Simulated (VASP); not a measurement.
# Te2Mo in VASP: a series of runs

The runs below take Te2Mo through single point, with LDA.

All numbers are computed with VASP 6.6.1; they aren't measurements. Logs are shortened: lines on timing, memory, paths and dates and some standing lists are left out, and cuts for length are marked.

## 1. The cell of the first run

The cell holds a slab with vacuum, 3 atoms: a = 3.363 Å, b = 3.363 Å, c = 17.835 Å, α = 90.00°, β = 90.00°, γ = 120.00°.

## 2. Single point, LDA (biaxial strain in the a-b plane: -3.0 %, then relaxed in part)

File INCAR:

```
PREC = Accurate
ENCUT = 520
EDIFF = 1E-6
ISMEAR = 0
SIGMA = 0.02
LREAL = F
LASPH = T
NELM = 80
ALGO = Normal
ISIF = 2
LWAVE = F
LCHARG = T
LELF = T
LVHAR = T
NBANDS = 20
```

File KPOINTS:

```
Automatic mesh
0
Gamma
  12 12 2
```

File POSCAR:

```
Te2Mo
1.0
    3.3625515802      0.0000000000      0.0000000000
   -1.6812757901      2.9120550900      0.0000000000
    0.0000000000      0.0000000000     17.8352956048
Te Mo
2 1
Direct
    0.3333333333      0.6666666667      0.8969856804
    0.3333333333      0.6666666667      0.1030143196
    0.0000000000      0.0000000000      0.0000000000
```

Potentials or basis: VASP PAW LDA potentials, release 64 (Te, Mo_sv).

Command:

```
$ cat potpaw_LDA.64/Te/POTCAR potpaw_LDA.64/Mo_sv/POTCAR > POTCAR
$ mpirun -np 1 vasp_std > vasp.out
```

OUTCAR:

```text
PREC = Accurate
   ENCUT = 520
   EDIFF = 1E-6
   ISMEAR = 0
   LREAL = F
   LASPH = T
   NELM = 80
   ISIF = 2

 ion  position               nearest neighbor table
   1  0.333  0.667  0.897-   3 2.67   3 2.67   3 2.67   2 3.67
   2  0.333  0.667  0.103-   3 2.67   3 2.67   3 2.67   1 3.67
   3  0.000  0.000  0.000-   1 2.67   2 2.67   1 2.67   2 2.67   1 2.67   2 2.67

  LATTYP: Found a hexagonal cell.
 ALAT       =     3.3625515802
 C/A-ratio  =     5.3040957676

  Lattice vectors:

 A1 = (   3.3625515802,   0.0000000000,   0.0000000000)
 A2 = (  -1.6812757901,   2.9120550900,   0.0000000000)
 A3 = (   0.0000000000,   0.0000000000,  17.8352956048)

Analysis of symmetry for initial positions (statically):
=====================================================================
 Subroutine PRICEL returns:
 Original cell was already a primitive cell.

 Routine SETGRP: Setting up the symmetry group for a
 hexagonal supercell.

 Subroutine GETGRP returns: Found 12 space group operations
 (whereof 12 operations were pure point group operations)
 out of a pool of 24 trial point group operations.

The static configuration has the point symmetry D_3h.

Analysis of symmetry for dynamics (positions and initial velocities):
=====================================================================
 Subroutine PRICEL returns:
 Original cell was already a primitive cell.

 Routine SETGRP: Setting up the symmetry group for a
 hexagonal supercell.

 Subroutine GETGRP returns: Found 12 space group operations
 (whereof 12 operations were pure point group operations)
 out of a pool of 24 trial point group operations.

The dynamic configuration has the point symmetry D_3h.

 Subroutine INISYM returns: Found 12 space group operations
 (whereof 12 operations are pure point group operations),
 and found     1 'primitive' translations

----------------------------------------------------------------------------------------

                                     Primitive cell

  volume of cell :     174.6421

  direct lattice vectors                    reciprocal lattice vectors
     3.362551580  0.000000000  0.000000000     0.297393208  0.171700048  0.000000000
    -1.681275790  2.912055090  0.000000000     0.000000000  0.343400097  0.000000000
     0.000000000  0.000000000 17.835295605     0.000000000  0.000000000  0.056068597

  length of vectors
     3.362551580  3.362551580 17.835295605     0.343400097  0.343400097  0.056068597

  position of ions in fractional coordinates (direct lattice)
     0.333333333  0.666666667  0.896985680
     0.333333333  0.666666667  0.103014320
     0.000000000  0.000000000  0.000000000

  ion indices of the primitive-cell ions
   primitive index   ion index
                 1           1
                 2           2
                 3           3

----------------------------------------------------------------------------------------

 KPOINTS: Automatic mesh

Automatic generation of k-mesh.
 Grid dimensions read from file:
 generate k-points for:   12   12    2

 Generating k-lattice:

  Cartesian coordinates                     Fractional coordinates (reciprocal lattice)
     0.024782767  0.014308337  0.000000000     0.083333333  0.000000000  0.000000000
     0.000000000  0.028616675  0.000000000     0.000000000  0.083333333  0.000000000
     0.000000000  0.000000000  0.028034298     0.000000000  0.000000000  0.500000000

  Length of vectors
     0.028616675  0.028616675  0.028034298

  Shift w.r.t. Gamma in fractional coordinates (k-lattice)
     0.000000000  0.000000000  0.000000000

 Subroutine IBZKPT returns following result:
 ===========================================

 Found     38 irreducible k-points:

 Following reciprocal coordinates:
            Coordinates               Weight
  0.000000  0.000000  0.000000      1.000000
  0.083333 -0.000000  0.000000      6.000000
  0.166667  0.000000  0.000000      6.000000
  0.250000 -0.000000  0.000000      6.000000
  0.333333 -0.000000  0.000000      6.000000
  0.416667 -0.000000  0.000000      6.000000
[... 16 lines left out ...]
  0.250000 -0.000000  0.500000      6.000000
  0.333333 -0.000000  0.500000      6.000000
 [... further k-points ...]
   k-points           NKPTS =     38   k-points in BZ     NKDIM =     38   number of bands    NBANDS=     20
   number of dos      NEDOS =    301   number of ions     NIONS =      3
   total plane-waves  NPLWV = 109760
   dimension x,y,z NGX =    28 NGY =   28 NGZ =  140
   dimension x,y,z NGXF=    56 NGYF=   56 NGZF=  280
   ions per type =               2   1
   NGX,Y,Z   is equivalent  to a cutoff of  13.84, 13.84, 13.05 a.u.
   NGXF,Y,Z  is equivalent  to a cutoff of  27.69, 27.69, 26.10 a.u.
 SYSTEM =  unknown system
   PREC   = accura    normal or accurate (medium, high low for compatibility)
   ISTART =      0    job   : 0-new  1-cont  2-samecut
   ICHARG =      2    charge: 1-file 2-atom 10-const
   ISPIN  =      1    spin polarized calculation?
   LNONCOLLINEAR =      F non collinear calculations
   LSORBIT =      F    spin-orbit coupling
   LASPH  =      T    aspherical Exc in radial PAW
   ENCUT  =  520.0 eV  38.22 Ry    6.18 a.u.   6.25  6.25 33.16*2*pi/ulx,y,z
   NELM   =     80;   NELMIN=  2; NELMDL= -5     # of ELM steps
   EDIFF  = 0.1E-05   stopping-criterion for ELM
   LREAL  =      F    real-space projection
   EDIFFG = 0.1E-04   stopping-criterion for IOM
   NSW    =      0    number of steps for IOM
   IBRION =     -1    ionic relax: 0-MD 1-quasi-New 2-CG
   NFREE  =      0    steps in history (QN), initial steepest desc. (CG)
   ISIF   =      2    stress and relaxation
   ISYM   =      2    0-nonsym 1-usesym 2-fastsym
   POTIM  = 0.5000    time-step for ionic-motion
   TEBEG  =    0.0;   TEEND  =   0.0 temperature during run
   PSTRESS=    0.0 pullay stress
   NELECT =      26.0000    total number of electrons
   NUPDOWN=      -1.0000    fix difference up-down
   EMIN   =  10.00;   EMAX   =-10.00  energy-range for DOS
   EFERMI =   0.00;   METHOD = LEGACY
   ISMEAR =     0;   SIGMA  =   0.02  broadening in eV -4-tet -1-fermi 0-gaus
   EFERMI_NEDOS =   21; number of points for ismear=-14 and -15
   IALGO  =     38    algorithm
   IMIX   =      4    mixing-type and parameters
     AMIX     =   0.40;   BMIX     =  1.00
     AMIX_MAG =   1.60;   BMIX_MAG =  1.00
  volume/ion in A,a.u.               =      58.21       392.85
  Fermi-wavevector in a.u.,A,eV,Ry     =   0.867660  1.639640 10.242931  0.752834
  Thomas-Fermi vector in A             =   1.986226
   LORBIT       =      0    0 simple, 1 ext, 2 COOP (PROOUT), +10 PAW based schemes
   GGA     = CA    functional components
   LHFCALC =     F    Hartree Fock is set to
   AEXX    =    0.0000 exact exchange contribution
   IVDW    =     0    specifies the selected vdW correction
   LEPSILON=     F    determine dielectric tensor
   LRPA    =     F    only Hartree local field effects (RPA)
 non-spin polarized calculation
 Gauss-broadening in eV      SIGMA  =   0.02
  energy-cutoff  :      520.00
  volume of cell :      174.64
 maximum number of plane-waves:      4746
 NGX is ok and might be reduce to    28
   NGX = 13   NGY = 13   NGZ = 67

 number of electron      25.9999997 magnetization

 Free energy of the ion-electron system (eV)
  ---------------------------------------------------
  ext. energy  EPLUGINS =         0.00000000
  ---------------------------------------------------
  free energy    TOTEN  =       -20.39616213 eV

  energy without entropy =      -20.39616213  energy(sigma->0) =      -20.39616213

 E-fermi :   0.8426     XC(G=0):  -5.0142

 val. band max:        0.6383967838   @ k =   0.5000  -0.0000   0.5000
 cond. band min:       1.6876878008   @ k =   0.2500   0.1667   0.0000
 fundamental gap:      1.0492910170
 Fermi energy:         0.8425553908

 k-point     1 :       0.0000    0.0000    0.0000
  band No.  band energies     occupation
      1     -59.6607      2.00000
      2     -34.1263      2.00000
      3     -33.8382      2.00000
      4     -33.8382      2.00000
      5     -12.7331      2.00000
      6     -11.8107      2.00000
[... 12 lines left out ...]
     19       5.1012      0.00000
     20       6.1112      0.00000

 k-point     2 :       0.0833   -0.0000    0.0000
  band No.  band energies     occupation
      1     -59.6594      2.00000
      2     -34.1230      2.00000
      3     -33.8528      2.00000
      4     -33.8415      2.00000
      5     -12.6173      2.00000
      6     -11.7274      2.00000
[... 12 lines left out ...]
     19       5.2364      0.00000
     20       6.2477      0.00000

 k-point     3 :       0.1667    0.0000    0.0000
  band No.  band energies     occupation
      1     -59.6559      2.00000
      2     -34.1141      2.00000
      3     -33.8927      2.00000
      4     -33.8507      2.00000
      5     -12.2785      2.00000
      6     -11.4835      2.00000
[... 12 lines left out ...]
     19       5.6237      0.00000
     20       6.5720      0.00000

 k-point     4 :       0.2500   -0.0000    0.0000
  band No.  band energies     occupation
      1     -59.6512      2.00000
      2     -34.1019      2.00000
      3     -33.9468      2.00000
      4     -33.8633      2.00000
      5     -11.7456      2.00000
      6     -11.1017      2.00000
[... 12 lines left out ...]
     19       6.2069      0.00000
     20       7.0404      0.00000

 k-point     5 :       0.3333   -0.0000    0.0000
  band No.  band energies     occupation
      1     -59.6464      2.00000
      2     -34.0897      2.00000
      3     -34.0003      2.00000
      4     -33.8758      2.00000
      5     -11.0838      2.00000
      6     -10.6369      2.00000
[... 12 lines left out ...]
     19       6.6251      0.00000
     20       6.6830      0.00000
[... 353 lines left out ...]
      6     -11.7274      2.00000
[... 12 lines left out ...]
     19       5.0732      0.00000
     20       6.4934      0.00000

 k-point    22 :       0.1667    0.0000    0.5000
  band No.  band energies     occupation
      1     -59.6559      2.00000
      2     -34.1141      2.00000
      3     -33.8927      2.00000
      4     -33.8507      2.00000
      5     -12.2785      2.00000
      6     -11.4835      2.00000
[... 12 lines left out ...]
     19       5.4579      0.00000
     20       6.8615      0.00000

 k-point    23 :       0.2500   -0.0000    0.5000
  band No.  band energies     occupation
      1     -59.6512      2.00000
      2     -34.1019      2.00000
      3     -33.9468      2.00000
      4     -33.8633      2.00000
      5     -11.7456      2.00000
      6     -11.1017      2.00000
[... 12 lines left out ...]
     19       6.0551      0.00000
     20       7.3565      0.00000

 k-point    24 :       0.3333   -0.0000    0.5000
  band No.  band energies     occupation
      1     -59.6464      2.00000
      2     -34.0897      2.00000
      3     -34.0003      2.00000
      4     -33.8758      2.00000
      5     -11.0838      2.00000
      6     -10.6369      2.00000
[... 12 lines left out ...]
     19       6.5877      0.00000
     20       6.6896      0.00000

 [... further k-points ...]
[... 5 lines left out ...]
  --------------------------------------------------------------------------------------
  -------------------------------------------------------------------------------------
  Total        2.5538723      2.5538723      0.1961767      0.0000000      0.0000000     -0.0000000
  in kB       23.4293857     23.4293857      1.7997376      0.0000000      0.0000000     -0.0000000
  external PRESSURE =      16.2195030 kB  Pullay stress =       0.0000000 kB

 VOLUME and BASIS-vectors are now :
 -----------------------------------------------------------------------------
  energy-cutoff  :      520.00
  volume of cell :      174.64
      direct lattice vectors                 reciprocal lattice vectors
     3.362551580  0.000000000  0.000000000     0.297393208  0.171700048  0.000000000
    -1.681275790  2.912055090  0.000000000     0.000000000  0.343400097  0.000000000
     0.000000000  0.000000000 17.835295605     0.000000000  0.000000000  0.056068597

 POSITION                                       TOTAL-FORCE (eV/Angst)
 -----------------------------------------------------------------------------------
     -0.00000      1.94137     15.99800         0.000000     -0.000000     -0.057162
     -0.00000      1.94137      1.83729         0.000000      0.000000      0.057162
      0.00000      0.00000      0.00000        -0.000000      0.000000      0.000000
 -----------------------------------------------------------------------------------
    total drift:                                0.000000     -0.000000     -0.000000

  FREE ENERGIE OF THE ION-ELECTRON SYSTEM (eV)
  ---------------------------------------------------
  free  energy   TOTEN  =       -20.3961621286 eV

  energy  without entropy=      -20.3961621286  energy(sigma->0) =      -20.39616213
```

It took 2 min on 1 thread of Intel Xeon 6975P-C (Granite Rapids), shared host; peak memory 0.34 GiB.

What came out:

```yaml
Free_energy: -20.3962 eV
Largest_force: 0.057 eV/Å
Band_gap_on_the_k_mesh: 1.05 eV, indirect (least direct gap 1.49 eV)
```

Forces on the atoms (eV/Å):
```
Te   0.000  0.000 -0.057
Te   0.000  0.000  0.057
Mo   0.000  0.000  0.000
```

Caveat: the cell differs from its parent crystal (biaxial strain in the a-b plane: -3.0 %, then relaxed in part); spin-orbit coupling is left out, which moves the levels of the heavy elements.

## 3. Single point, LDA (biaxial strain in the a-b plane: -3.0 %)

File INCAR:

```
SYSTEM = Te2Mo
  PREC = Accurate
  ENCUT = 520
  EDIFF = 1E-6
  ISMEAR = 0
  SIGMA = 0.02
  LREAL = .False.
  LASPH = .True.
  NELM = 100
  ALGO = Normal
  ISIF = 2
  LWAVE = .False.
  LCHARG = .False.
  GGA = CA
  NBANDS = 20
```

File KPOINTS:

```
regular mesh
0
Gamma
  12 12 2
  0 0 0
```

File POSCAR:

```
Te2Mo
1.0
    3.3625515802      0.0000000000      0.0000000000
   -1.6812757901      2.9120550900      0.0000000000
    0.0000000000      0.0000000000     17.8351679312
Te Mo
2 1
Direct
    0.3333333333      0.6666666667      0.8972869416
    0.3333333333      0.6666666667      0.1027130584
    0.0000000000      0.0000000000      0.0000000000
```

Potentials or basis: VASP PAW LDA potentials, release 64 (Te, Mo_sv).

Command:

```
$ cat potpaw_LDA.64/Te/POTCAR potpaw_LDA.64/Mo_sv/POTCAR > POTCAR
$ mpirun -np 1 vasp_std > vasp.out
```

Wall time 2.4 min (1 thread of Intel Xeon 6975P-C (Granite Rapids), shared host); peak memory 0.33 GiB.

The run converged. Its results:

* Free energy: -20.3951 eV
* Largest force: 0.137 eV/Å
* Band gap on the k mesh: 1.07 eV, indirect (least direct gap 1.51 eV)

Forces in eV/Å, atoms in the order of the input:
```
Te   0.000  0.000 -0.137
Te   0.000  0.000  0.137
Mo   0.000  0.000  0.000
```

Levels at points of the mesh, in eV from the valence-band top:
```tsv
k point	band 9	band 10	band 11	band 12	band 13	band 14	band 15	band 16	band 17	band 18
(0.00, 0.00, 0.00)	-1.62	-1.62	-1.07	-0.77	-0.77	3.62	3.62	3.92	3.92	4.08
(0.50, 0.00, 0.00)	-3.63	-2.39	-2.08	-0.98	0.00	1.74	1.82	3.32	3.92	4.15
(0.00, 0.00, 0.50)	-1.62	-1.62	-1.07	-0.77	-0.77	3.62	3.62	3.92	3.92	4.17
(0.50, 0.00, 0.50)	-3.63	-2.39	-2.08	-0.98	0.00	1.74	1.82	3.32	3.92	4.15
```

Caveat: the cell differs from its parent crystal (biaxial strain in the a-b plane: -3.0 %); spin-orbit coupling is left out, which moves the levels of the heavy elements.

## 4. Single point, LDA

File INCAR:

```
SYSTEM = Te2Mo
  ALGO = Normal
  EDIFF = 1E-6
  ENCUT = 520
  ISIF = 2
  ISMEAR = 0
  LASPH = .TRUE.
  LCHARG = .FALSE.
  LREAL = .FALSE.
  LWAVE = .FALSE.
  NBANDS = 20
  NELM = 60
  PREC = Accurate
  SIGMA = 0.02
```

File KPOINTS:

```
k-points
0
G
  12 12 2
  0 0 0
```

File POSCAR:

```
Te2Mo
1.0
    3.3625515802      0.0000000000      0.0000000000
   -1.6812757901      2.9120550900      0.0000000000
    0.0000000000      0.0000000000     17.8352956048
Te Mo
2 1
Direct
    0.3333333333      0.6666666667      0.8969856804
    0.3333333333      0.6666666667      0.1030143196
    0.0000000000      0.0000000000      0.0000000000
```

Command:

```
$ cat potpaw_LDA.64/Te/POTCAR potpaw_LDA.64/Mo_sv/POTCAR > POTCAR
$ mpirun -np 1 vasp_std > vasp.out
```

It took 2.2 min on 1 thread of Intel Xeon 6975P-C (Granite Rapids), shared host; peak memory 0.33 GiB.

Results (log left out):

```
Free energy            : -20.3962 eV
Largest force          : 0.057 eV/Å
Band gap on the k mesh : 1.05 eV, indirect (least direct gap 1.49 eV)
```

Forces on the atoms (eV/Å):
```
Te   0.000  0.000 -0.057
Te   0.000  0.000  0.057
Mo   0.000  0.000  0.000
```

Levels at points of the mesh, in eV from the valence-band top:
| k point | band 11 | band 12 | band 13 | band 14 | band 15 | band 16 |
| --- | --- | --- | --- | --- | --- | --- |
| (0.00, 0.00, 0.00) | -1.09 | -0.76 | -0.76 | 3.60 | 3.60 | 3.90 |
| (0.50, 0.00, 0.00) | -2.10 | -0.99 | 0.00 | 1.73 | 1.80 | 3.30 |
| (0.00, 0.00, 0.50) | -1.09 | -0.76 | -0.76 | 3.60 | 3.60 | 3.90 |
| (0.50, 0.00, 0.50) | -2.10 | -0.99 | 0.00 | 1.73 | 1.80 | 3.30 |

Caveat: spin-orbit coupling is left out, which moves the levels of the heavy elements.

(Continued in part 2 of 2.)
